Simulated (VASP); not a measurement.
Crystal: ZrAl5N6.

```
Zr Al N
1.0
     3.27166    0.00000    0.00000
    -1.63583    2.83334    0.00000
     0.00000    0.00000   16.90674
Zr Al N
1 5 6
Direct
  0.33333 0.66667 0.50000
  0.33333 0.66667 0.83333
  0.33333 0.66667 0.16667
  0.66667 0.33333 0.00000
  0.66667 0.33333 0.33333
  0.66667 0.33333 0.66667
  0.00000 0.00000 0.75000
  0.00000 0.00000 0.08333
  0.00000 0.00000 0.41667
  0.00000 0.00000 0.91667
  0.00000 0.00000 0.25000
  0.00000 0.00000 0.58333
```

| Quantity | Value |
| --- | --- |
| Program | VASP 6.6.1 |
| Task | relaxation of cell and atoms |
| Functional | PBE |
| Potentials or basis | VASP PAW PBE potentials, release 64 (Zr_sv, Al, N) |
| Cutoff | 600 eV |
| k mesh | 6 × 6 × 1 |
| Occupations | gaussian, width 0.1 eV |
| Spin | no spin polarisation |

At the start: pressure -33.8 GPa; volume 13.06 Å³/atom.

How do energy, volume and symmetry change on relaxing?

Over 13 steps the energy falls by 520.4 meV/atom and the volume is 9.53 Å³/atom (-27.0 %); space group P-6m2 (No. 187, to 0.05 Å).

The path:
```tsv
step	energy change (eV)	largest force (eV/Å)	pressure (GPa)	volume (Å³)
1	0.0000	0.8022	-33.79	156.72
2	-4.4451	4.1350	35.74	102.16
3	-5.7665	2.8330	0.41	115.87
4	-6.1276	0.9232	1.50	113.94
5	-6.1301	0.8343	1.33	114.08
6	-6.1984	0.3896	-0.95	115.08
7	-6.2036	0.5311	-1.71	115.45
8	-6.2363	0.2564	0.28	114.29
9	-6.2376	0.2416	0.79	114.01
10	-6.2443	0.0991	-0.21	114.45
11	-6.2448	0.0515	-0.03	114.36
12	-6.2449	0.0448	0.01	114.36
13	-6.2450	0.0074	0.00	114.36
```

Final structure:
```xyz
12
Lattice="2.9141 0.0000 0.0000 -1.4570 2.5236 0.0000 0.0000 0.0000 15.5504" Properties=species:S:1:pos:R:3 pbc="T T T"
Zr    0.0000    1.6824    7.7752
Al    0.0000    1.6824   13.0142
Al    0.0000    1.6824    2.5362
Al    1.4570    0.8412    0.0000
Al    1.4570    0.8412    5.0711
Al    1.4570    0.8412   10.4793
N     0.0000    0.0000   11.7358
N     0.0000    0.0000    1.2728
N     0.0000    0.0000    6.3041
N     0.0000    0.0000   14.2776
N     0.0000    0.0000    3.8146
N     0.0000    0.0000    9.2463
```

Caveat: the k points lie up to 0.41 Å⁻¹ apart in the final cell; the volume moved by over 15 % at a fixed basis, so the end points are rough.
